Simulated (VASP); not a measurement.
# InSb3 (Fm-3m) in VASP: notebook

InSb3 is run at these levels: PBE+D3(BJ); tasks: single point.

All numbers are computed with VASP 6.6.1; they aren't measurements. Logs are shortened: lines on timing, memory, paths and dates and some standing lists are left out, and cuts for length are marked.

### Step 1. The cell of the first run

The structure is cubic, space group Fm-3m (No. 225). The conventional cell has a = 7.456 Å, b = 7.456 Å, c = 7.456 Å, α = 90.00°, β = 90.00°, γ = 90.00°. In (site symmetry m-3m) has 14 Sb at 3.23 to 3.73 Å within 4.2 Å. Sb (site symmetry -43m) has 4 In at 3.23 Å and 10 Sb at 3.23 to 3.73 Å within 4.2 Å. Within 4.2 Å of Sb (site symmetry m-3m) lie 8 Sb at 3.23 Å and 6 In at 3.73 Å.

### Step 2. Single point, PBE+D3(BJ)

Contents of INCAR:

```
SYSTEM = InSb3
PREC = Accurate ; ENCUT = 520
EDIFF = 1E-6 ; ISMEAR = 0
SIGMA = 0.15 ; LREAL = .FALSE.
LASPH = .TRUE. ; NELM = 100
ALGO = Normal ; ISIF = 2
LWAVE = .FALSE. ; LCHARG = .TRUE.
GGA = PE ; IVDW = 12
LELF = .TRUE. ; LVHAR = .TRUE.
NBANDS = 22
```

Contents of KPOINTS:

```
regular mesh
0
G
  12 12 12
  0 0 0
```

Contents of POSCAR:

```
InSb3
1.0
    0.0000000000      3.7279225306      3.7279225306
    3.7279225306      0.0000000000      3.7279225306
    3.7279225306      3.7279225306      0.0000000000
In Sb
1 3
Direct
    0.0000000000      0.0000000000      0.0000000000
    0.2500000000      0.2500000000      0.2500000000
    0.7500000000      0.7500000000      0.7500000000
    0.5000000000      0.5000000000      0.5000000000
```

Potentials or basis: VASP PAW PBE potentials, release 64 (In_d, Sb).

On the command line:

```sh
> cat potpaw_PBE.64/In_d/POTCAR potpaw_PBE.64/Sb/POTCAR > POTCAR
> mpirun -np 1 vasp_std > vasp.out
```

OUTCAR:

```text
SYSTEM = InSb3
   PREC = Accurate
   ENCUT = 520
   EDIFF = 1E-6
   ISMEAR = 0
   LREAL = .FALSE.
   LASPH = .TRUE.
   NELM = 100
   ISIF = 2
   GGA = PE
   IVDW = 12
 IVDW          = 12

 ion  position               nearest neighbor table
   1  0.000  0.000  0.000-   3 3.23   3 3.23   3 3.23   2 3.23   2 3.23   2 3.23   3 3.23   2 3.23
                             4 3.73   4 3.73   4 3.73   4 3.73   4 3.73   4 3.73
   2  0.250  0.250  0.250-   1 3.23   1 3.23   1 3.23   4 3.23   4 3.23   4 3.23   4 3.23   1 3.23
                             3 3.73   3 3.73   3 3.73   3 3.73   3 3.73   3 3.73
   3  0.750  0.750  0.750-   4 3.23   4 3.23   4 3.23   1 3.23   1 3.23   1 3.23   4 3.23   1 3.23
                             2 3.73   2 3.73   2 3.73   2 3.73   2 3.73   2 3.73
   4  0.500  0.500  0.500-   2 3.23   2 3.23   2 3.23   3 3.23   3 3.23   3 3.23   3 3.23   2 3.23
                             1 3.73   1 3.73   1 3.73   1 3.73   1 3.73   1 3.73

  LATTYP: Found a face centered cubic cell.
 ALAT       =     7.4558450612

  Lattice vectors:

 A1 = (   0.0000000000,   3.7279225306,   3.7279225306)
 A2 = (   3.7279225306,   0.0000000000,   3.7279225306)
 A3 = (   3.7279225306,   3.7279225306,   0.0000000000)

Analysis of symmetry for initial positions (statically):
=====================================================================
 Subroutine PRICEL returns:
 Original cell was already a primitive cell.

 Routine SETGRP: Setting up the symmetry group for a
 face centered cubic supercell.

 Subroutine GETGRP returns: Found 48 space group operations
 (whereof 48 operations were pure point group operations)
 out of a pool of 48 trial point group operations.

The static configuration has the point symmetry O_h .

Analysis of symmetry for dynamics (positions and initial velocities):
=====================================================================
 Subroutine PRICEL returns:
 Original cell was already a primitive cell.

 Routine SETGRP: Setting up the symmetry group for a
 face centered cubic supercell.

 Subroutine GETGRP returns: Found 48 space group operations
 (whereof 48 operations were pure point group operations)
 out of a pool of 48 trial point group operations.

The dynamic configuration has the point symmetry O_h .

 Subroutine INISYM returns: Found 48 space group operations
 (whereof 48 operations are pure point group operations),
 and found     1 'primitive' translations

----------------------------------------------------------------------------------------

                                     Primitive cell

  volume of cell :     103.6169

  direct lattice vectors                    reciprocal lattice vectors
     0.000000000  3.727922531  3.727922531    -0.134122959  0.134122959  0.134122959
     3.727922531  0.000000000  3.727922531     0.134122959 -0.134122959  0.134122959
     3.727922531  3.727922531  0.000000000     0.134122959  0.134122959 -0.134122959

  length of vectors
     5.272078602  5.272078602  5.272078602     0.232307779  0.232307779  0.232307779

  position of ions in fractional coordinates (direct lattice)
     0.000000000  0.000000000  0.000000000
     0.250000000  0.250000000  0.250000000
     0.750000000  0.750000000  0.750000000
     0.500000000  0.500000000  0.500000000

  ion indices of the primitive-cell ions
   primitive index   ion index
                 1           1
                 2           2
                 3           3
                 4           4

----------------------------------------------------------------------------------------

 KPOINTS: regular mesh

Automatic generation of k-mesh.
 Grid dimensions read from file:
 generate k-points for:   12   12   12

 Generating k-lattice:

  Cartesian coordinates                     Fractional coordinates (reciprocal lattice)
    -0.011176913  0.011176913  0.011176913     0.083333333  0.000000000  0.000000000
     0.011176913 -0.011176913  0.011176913     0.000000000  0.083333333  0.000000000
     0.011176913  0.011176913 -0.011176913     0.000000000  0.000000000  0.083333333

  Length of vectors
     0.019358982  0.019358982  0.019358982

  Shift w.r.t. Gamma in fractional coordinates (k-lattice)
     0.000000000  0.000000000  0.000000000

 Subroutine IBZKPT returns following result:
 ===========================================

 Found     72 irreducible k-points:

 Following reciprocal coordinates:
            Coordinates               Weight
  0.000000  0.000000  0.000000      1.000000
  0.083333  0.000000  0.000000      8.000000
  0.166667  0.000000  0.000000      8.000000
  0.250000  0.000000  0.000000      8.000000
  0.333333  0.000000  0.000000      8.000000
  0.416667  0.000000  0.000000      8.000000
[... 16 lines left out ...]
  0.500000  0.166667  0.000000     24.000000
 -0.416667  0.166667  0.000000     24.000000
 [... further k-points ...]
   k-points           NKPTS =     72   k-points in BZ     NKDIM =     72   number of bands    NBANDS=     22
   number of dos      NEDOS =    301   number of ions     NIONS =      4
   total plane-waves  NPLWV =  64000
   dimension x,y,z NGX =    40 NGY =   40 NGZ =   40
   dimension x,y,z NGXF=    80 NGYF=   80 NGZF=   80
   ions per type =               1   3
   NGX,Y,Z   is equivalent  to a cutoff of  12.61, 12.61, 12.61 a.u.
   NGXF,Y,Z  is equivalent  to a cutoff of  25.23, 25.23, 25.23 a.u.
 SYSTEM =  InSb3
   PREC   = accura    normal or accurate (medium, high low for compatibility)
   ISTART =      0    job   : 0-new  1-cont  2-samecut
   ICHARG =      2    charge: 1-file 2-atom 10-const
   ISPIN  =      1    spin polarized calculation?
   LNONCOLLINEAR =      F non collinear calculations
   LSORBIT =      F    spin-orbit coupling
   LASPH  =      T    aspherical Exc in radial PAW
   ENCUT  =  520.0 eV  38.22 Ry    6.18 a.u.   9.80  9.80  9.80*2*pi/ulx,y,z
   NELM   =    100;   NELMIN=  2; NELMDL= -5     # of ELM steps
   EDIFF  = 0.1E-05   stopping-criterion for ELM
   LREAL  =      F    real-space projection
   EDIFFG = 0.1E-04   stopping-criterion for IOM
   NSW    =      0    number of steps for IOM
   IBRION =     -1    ionic relax: 0-MD 1-quasi-New 2-CG
   NFREE  =      0    steps in history (QN), initial steepest desc. (CG)
   ISIF   =      2    stress and relaxation
   ISYM   =      2    0-nonsym 1-usesym 2-fastsym
   POTIM  = 0.5000    time-step for ionic-motion
   TEBEG  =    0.0;   TEEND  =   0.0 temperature during run
   PSTRESS=    0.0 pullay stress
   NELECT =      28.0000    total number of electrons
   NUPDOWN=      -1.0000    fix difference up-down
   EMIN   =  10.00;   EMAX   =-10.00  energy-range for DOS
   EFERMI =   0.00;   METHOD = LEGACY
   ISMEAR =     0;   SIGMA  =   0.15  broadening in eV -4-tet -1-fermi 0-gaus
   EFERMI_NEDOS =   21; number of points for ismear=-14 and -15
   IALGO  =     38    algorithm
   IMIX   =      4    mixing-type and parameters
     AMIX     =   0.40;   BMIX     =  1.00
     AMIX_MAG =   1.60;   BMIX_MAG =  1.00
  volume/ion in A,a.u.               =      25.90       174.81
  Fermi-wavevector in a.u.,A,eV,Ry     =   1.058402  2.000090 15.241446  1.120215
  Thomas-Fermi vector in A             =   2.193710
   LORBIT       =      0    0 simple, 1 ext, 2 COOP (PROOUT), +10 PAW based schemes
   GGA     = PE    functional components
   LHFCALC =     F    Hartree Fock is set to
   AEXX    =    0.0000 exact exchange contribution
   IVDW    =    12    specifies the selected vdW correction
   LEPSILON=     F    determine dielectric tensor
   LRPA    =     F    only Hartree local field effects (RPA)
 non-spin polarized calculation
 Gauss-broadening in eV      SIGMA  =   0.15
  energy-cutoff  :      520.00
  volume of cell :      103.62
 maximum number of plane-waves:      2808
   NGX = 19   NGY = 19   NGZ = 19

 number of electron      28.0000004 magnetization

 Free energy of the ion-electron system (eV)
  ---------------------------------------------------
  ext. energy  EPLUGINS =         0.00000000
  ---------------------------------------------------
  free energy    TOTEN  =       -14.25452156 eV

  energy without entropy =      -14.23120399  energy(sigma->0) =      -14.24286277

 E-fermi :   8.5765     XC(G=0): -10.3760

 val. band max:        8.5321629947   @ k =  -0.4167   0.4167   0.0833
 cond. band min:       8.5897815657   @ k =   0.5000   0.3333   0.0833
 fundamental gap:      0.0576185710
 Fermi energy:         8.5764515420

 k-point     1 :       0.0000    0.0000    0.0000
  band No.  band energies     occupation
      1      -5.9153      2.00000
      2      -5.9153      2.00000
      3      -5.9153      2.00000
      4      -5.8777      2.00000
      5      -5.8777      2.00000
      6      -3.9751      2.00000
[... 14 lines left out ...]
     21      15.8025      0.00000
     22      15.8025      0.00000

 k-point     2 :       0.0833    0.0000    0.0000
  band No.  band energies     occupation
      1      -5.9165      2.00000
      2      -5.9148      2.00000
      3      -5.9148      2.00000
      4      -5.8778      2.00000
      5      -5.8778      2.00000
      6      -3.9208      2.00000
[... 14 lines left out ...]
     21      15.2619      0.00000
     22      15.6687      0.00000

 k-point     3 :       0.1667    0.0000    0.0000
  band No.  band energies     occupation
      1      -5.9199      2.00000
      2      -5.9134      2.00000
      3      -5.9134      2.00000
      4      -5.8783      2.00000
      5      -5.8783      2.00000
      6      -3.7583      2.00000
[... 14 lines left out ...]
     21      14.0947      0.00000
     22      15.2129      0.00000

 k-point     4 :       0.2500    0.0000    0.0000
  band No.  band energies     occupation
      1      -5.9249      2.00000
      2      -5.9116      2.00000
      3      -5.9116      2.00000
      4      -5.8787      2.00000
      5      -5.8787      2.00000
      6      -3.4900      2.00000
[... 14 lines left out ...]
     21      13.6964      0.00000
     22      14.4705      0.00000

 k-point     5 :       0.3333    0.0000    0.0000
  band No.  band energies     occupation
      1      -5.9303      2.00000
      2      -5.9100      2.00000
      3      -5.9100      2.00000
      4      -5.8790      2.00000
      5      -5.8790      2.00000
      6      -3.1243      2.00000
[... 14 lines left out ...]
     21      13.3512      0.00000
     22      14.8859      0.00000

 k-point     6 :       0.4167    0.0000    0.0000
  band No.  band energies     occupation
      1      -5.9344      2.00000
      2      -5.9089      2.00000
      3      -5.9089      2.00000
      4      -5.8790      2.00000
      5      -5.8790      2.00000
      6      -2.6949      2.00000
[... 14 lines left out ...]
     21      14.2011      0.00000
     22      16.0535      0.00000

 k-point     7 :       0.5000    0.0000    0.0000
  band No.  band energies     occupation
      1      -5.9359      2.00000
      2      -5.9086      2.00000
      3      -5.9086      2.00000
      4      -5.8790      2.00000
      5      -5.8790      2.00000
      6      -2.4104      2.00000
[... 324 lines left out ...]
      6      -3.4882      2.00000
[... 14 lines left out ...]
     21      14.0341      0.00000
     22      14.4742      0.00000

 k-point    21 :       0.3333    0.1667    0.0000
  band No.  band energies     occupation
      1      -5.9295      2.00000
      2      -5.9103      2.00000
      3      -5.9080      2.00000
      4      -5.8837      2.00000
      5      -5.8768      2.00000
      6      -3.1870      2.00000
[... 14 lines left out ...]
     21      13.4829      0.00000
     22      14.5054      0.00000

 k-point    22 :       0.4167    0.1667    0.0000
  band No.  band energies     occupation
      1      -5.9316      2.00000
      2      -5.9112      2.00000
      3      -5.9067      2.00000
      4      -5.8840      2.00000
      5      -5.8773      2.00000
      6      -2.7945      2.00000
[... 14 lines left out ...]
     21      14.2713      0.00000
     22      14.4233      0.00000

 k-point    23 :       0.5000    0.1667    0.0000
  band No.  band energies     occupation
      1      -5.9323      2.00000
      2      -5.9125      2.00000
      3      -5.9062      2.00000
      4      -5.8836      2.00000
      5      -5.8781      2.00000
      6      -2.3657      2.00000
[... 14 lines left out ...]
     21      14.2582      0.00000
     22      15.5960      0.00000

 k-point    24 :      -0.4167    0.1667    0.0000
  band No.  band energies     occupation
      1      -5.9314      2.00000
      2      -5.9136      2.00000
      3      -5.9064      2.00000
      4      -5.8824      2.00000
      5      -5.8792      2.00000
      6      -2.2569      2.00000
[... 14 lines left out ...]
     21      14.2099      0.00000
     22      16.7079      0.00000

 [... further k-points ...]

------------------------ aborting loop because EDIFF is reached ----------------------------------------

 Edisp (eV)   -1.95547

 E8    (eV) :    -0.9171

  FORCE on cell =-STRESS in cart. coord.  units (eV):
  Direction    XX          YY          ZZ          XY          YZ          ZX
  --------------------------------------------------------------------------------------
  -------------------------------------------------------------------------------------
  Total       0.08005     0.08005     0.08005    -0.00000    -0.00000    -0.00000
  in kB       1.23777     1.23777     1.23777    -0.00000    -0.00000    -0.00000
  external pressure =        1.24 kB  Pullay stress =        0.00 kB

 VOLUME and BASIS-vectors are now :
 -----------------------------------------------------------------------------
  energy-cutoff  :      520.00
  volume of cell :      103.62
      direct lattice vectors                 reciprocal lattice vectors
     0.000000000  3.727922531  3.727922531    -0.134122959  0.134122959  0.134122959
     3.727922531  0.000000000  3.727922531     0.134122959 -0.134122959  0.134122959
     3.727922531  3.727922531  0.000000000     0.134122959  0.134122959 -0.134122959

 POSITION                                       TOTAL-FORCE (eV/Angst)
 -----------------------------------------------------------------------------------
      0.00000      0.00000      0.00000         0.000000      0.000000      0.000000
      1.86396      1.86396      1.86396        -0.000000     -0.000000      0.000000
      5.59188      5.59188      5.59188         0.000000      0.000000     -0.000000
      3.72792      3.72792      3.72792         0.000000      0.000000      0.000000
 -----------------------------------------------------------------------------------
    total drift:                               -0.000000      0.000000      0.000000

  FREE ENERGIE OF THE ION-ELECTRON SYSTEM (eV)
  ---------------------------------------------------
  free  energy   TOTEN  =       -16.2099944946 eV

  energy  without entropy=      -16.1866769248  energy(sigma->0) =      -16.19833571
```

Run time: 86 s. Hardware: 1 thread of AMD EPYC 9R45 (Zen 5), shared host; peak memory 0.31 GiB.

Results:

```
Free energy                : -16.2100 eV
Pressure                   : 0.1 GPa
Band gap on the k mesh     : zero (bands 14 and 15 overlap by 3.36 eV)
Dispersion energy per atom : -0.489 eV
```

Levels at points of the mesh, in eV from the Fermi level:
```csv
k point,band 12,band 13,band 14,band 15,band 16,band 17
"(0.00, 0.00, 0.00)",-2.46,-2.46,-2.46,-2.04,-0.70,-0.70
"(0.50, 0.00, 0.00)",-2.72,-2.72,-0.07,0.10,2.09,2.09
"(0.50, 0.50, 0.00)",0.59,1.04,1.04,1.55,1.92,1.97
```

Caveat: spin-orbit coupling is left out, which moves the levels of the heavy elements.

### Step 3. Single point, PBE+D3(BJ)

Contents of INCAR:

```
PREC     = Accurate       # precision mode
ENCUT    = 520            # plane-wave cutoff, eV
EDIFF    = 1E-7           # SCF threshold, eV
ISMEAR   = 0              # smearing method
SIGMA    = 0.15           # smearing width, eV
LREAL    = F              # projectors in reciprocal space
LASPH    = T              # aspherical terms in the spheres
NELM     = 80             # most SCF steps
ALGO     = Normal         # electronic algorithm
ISIF     = 2              # what is computed and relaxed
LWAVE    = F              # write WAVECAR
LCHARG   = F              # write CHGCAR
GGA      = PE             # functional
IVDW     = 12             # dispersion correction
NBANDS   = 22             # bands
```

Contents of KPOINTS:

```
regular mesh
0
Gamma
  12 12 12
```

POSCAR is that of step 2.

Potentials or basis: VASP PAW PBE potentials, release 64 (In_d, Sb).

On the command line:

```sh
> cat potpaw_PBE.64/In_d/POTCAR potpaw_PBE.64/Sb/POTCAR > POTCAR
> mpirun -np 1 vasp_std > vasp.out
```

Wall time 95 s (1 thread of AMD EPYC 9R45 (Zen 5), shared host); peak memory 0.31 GiB.

The run converged. Its results:

- Free energy: -16.2100 eV
- Pressure: 0.1 GPa
- Band gap on the k mesh: zero (bands 14 and 15 overlap by 3.36 eV)
- Dispersion energy per atom: -0.489 eV

Levels at points of the mesh, in eV from the Fermi level:
```tsv
k point	band 10	band 11	band 12	band 13	band 14	band 15	band 16	band 17	band 18	band 19
(0.00, 0.00, 0.00)	-2.56	-2.56	-2.46	-2.46	-2.46	-2.04	-0.70	-0.70	-0.70	3.47
(0.50, 0.00, 0.00)	-3.55	-3.55	-2.72	-2.72	-0.07	0.10	2.09	2.09	3.15	3.15
(0.50, 0.50, 0.00)	-5.29	-5.29	0.59	1.04	1.04	1.55	1.92	1.97	1.97	4.38
```

Caveat: spin-orbit coupling is left out, which moves the levels of the heavy elements.
